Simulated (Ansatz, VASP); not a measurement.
**ZrC2 in VASP and in Ansatz**

```
Zr C
1.0
     1.77851    1.02682    3.53710
    -1.77851    1.02682    3.53710
     0.00000   -2.05365    3.53710
Zr C
1 2
Direct
  0.00000 0.00000 0.00000
  0.21410 0.21410 0.21410
  0.78590 0.78590 0.78590
```

Alike in both runs: task single point; functional PBE; k mesh 6 × 6 × 6; occupations gaussian, width 0.1 eV; no spin polarisation.

|  | VASP | Ansatz |
| --- | --- | --- |
| version | VASP 6.6.1 | Ansatz 0.2.0 |
| potentials or method | VASP PAW PBE potentials, release 64 (Zr_sv, C), cutoff 520 eV | scalar-relativistic, plane waves, PAW |
| valence electrons in the cell | 20 | 20 |

Ansatz gave:

| Quantity | Value |
| --- | --- |
| gap on the k mesh at the Fermi level (eV) | none |
| pressure (GPa) | -8.6 |
| traceless stress, the component that is largest in VASP (GPa) | 12.45 |
| rms of the force components (eV/Å) | 0.279 |

Problem. Estimate VASP's values.

Solution. gap on the k mesh at the Fermi level (eV): none; pressure (GPa): -8.5; traceless stress, the component that is largest in VASP (GPa): 12.56; rms of the force components (eV/Å): 0.276.

Atom by atom the forces differ by 0.003 eV/Å (rms over components). A gap of «none» marks a metal or a gap that the smearing closes. With one functional, cell and mesh, what is left measures potentials, basis and numerics.
